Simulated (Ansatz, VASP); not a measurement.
**Ce in VASP and in Ansatz**

```xyz
2
Lattice="3.6495 0.0000 0.0000 -1.8248 3.1606 0.0000 0.0000 0.0000 5.9597" Properties=species:S:1:pos:R:3 pbc="T T T"
Ce    0.0000    2.1070    1.4899
Ce    1.8248    1.0535    4.4697
```

Alike in both runs: task relaxation of cell and atoms; functional PBEsol; k mesh 10 × 10 × 6; occupations fermi-dirac, width 0.1 eV; no spin polarisation.

```csv
,VASP,Ansatz
version,VASP 6.6.1,Ansatz 0.2.0
potentials or method,"VASP PAW PBE potentials, release 64 (Ce), cutoff 600 eV","plane waves (420 eV) with PAW, scalar-relativistic"
valence electrons in the cell,24,24
```

Ansatz gave:

```
relaxed volume (Å³/atom)                                        : 23.95
relaxed length of the cell vector where the two differ most in proportion (Å) : 3.127
```

**Question.** Estimate VASP's values.

**Answer.** Relaxed volume (Å³/atom): 23.94; relaxed length of the cell vector where the two differ most in proportion (Å): 3.125.

VASP's potentials were made for PBE, not for PBEsol, and Ansatz warns of the same on its side.

Spin-orbit coupling is off throughout. Noted on VASP's run: the volume moved by over 15 % at a fixed basis, so the end points are rough.
